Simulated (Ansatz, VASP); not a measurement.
**One calculation of As, two programs**

```
CELL_PARAMETERS angstrom
1.79429 1.03594 5.08034
-1.79429 1.03594 5.08034
0.00000 -2.07187 5.08034
ATOMIC_POSITIONS crystal
As 0.78856 0.78856 0.78856
As 0.21144 0.21144 0.21144
```

Alike in both runs: functional r2SCAN; k mesh 9 × 9 × 9; occupations gaussian, width 0.02 eV; no spin polarisation.

Ansatz relaxed the structure, and its values are those at the end. VASP's run is a single point on that final structure, the one shown.

|  | VASP | Ansatz |
| --- | --- | --- |
| version | VASP 6.6.1 | Ansatz 0.2.0 |
| potentials or method | VASP PAW PBE potentials, release 64 (As_d), cutoff 660 eV | scalar-relativistic, plane waves, PAW |
| valence electrons in the cell | 30 | 30 |

VASP gave:

```
gap on the k mesh at the Fermi level (eV) : 0.66
least direct gap on the mesh (eV)         : 1.39
pressure (GPa)                            : 0.1
rms of the force components (eV/Å)        : 0.023
```

Question: Estimate Ansatz's values.

Answer: gap on the k mesh at the Fermi level (eV): 0.67; least direct gap on the mesh (eV): 1.43; pressure (GPa): 0.0; rms of the force components (eV/Å): 0.000.

VASP's potentials were made for PBE, not for r2SCAN. The functional is the same, so the differences come from potentials, cutoffs and numerics.
